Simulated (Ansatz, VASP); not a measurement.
NaH: VASP beside Ansatz

```
Na H
1.0
     0.00000    2.41790    2.56781
     2.41790    0.00000    2.56781
     2.41790    2.41790    0.00000
Na H
1 1
Cartesian
  0.0000 0.0000 0.0000
  2.4179 2.4179 2.5678
```

Alike in both runs: task single point; functional r2SCAN; k mesh 10 × 10 × 10; occupations fermi-dirac, width 0.2 eV; no spin polarisation.

|  | VASP | Ansatz |
| --- | --- | --- |
| version | VASP 6.6.1 | Ansatz 0.2.0 |
| potentials or method | VASP PAW PBE potentials, release 64 (Na_pv, H), cutoff 520 eV | scalar-relativistic, plane waves, PAW |
| valence electrons in the cell | 8 | 10 |

Ansatz gave:

| Item | Value |
| --- | --- |
| gap on the k mesh at the Fermi level (eV) | 4.22 |
| least direct gap on the mesh (eV) | 4.95 |
| pressure (GPa) | -1.7 |
| traceless stress, the component that is largest in VASP (GPa) | -0.92 |

Problem. Estimate VASP's values.

Solution. gap on the k mesh at the Fermi level (eV): 4.23; least direct gap on the mesh (eV): 4.96; pressure (GPa): -1.8; traceless stress, the component that is largest in VASP (GPa): -0.97.

VASP's potentials were made for PBE, not for r2SCAN. VASP's potentials hold 8 valence electrons a cell and Ansatz's 10, so a difference there can come from the potentials and not from the codes.
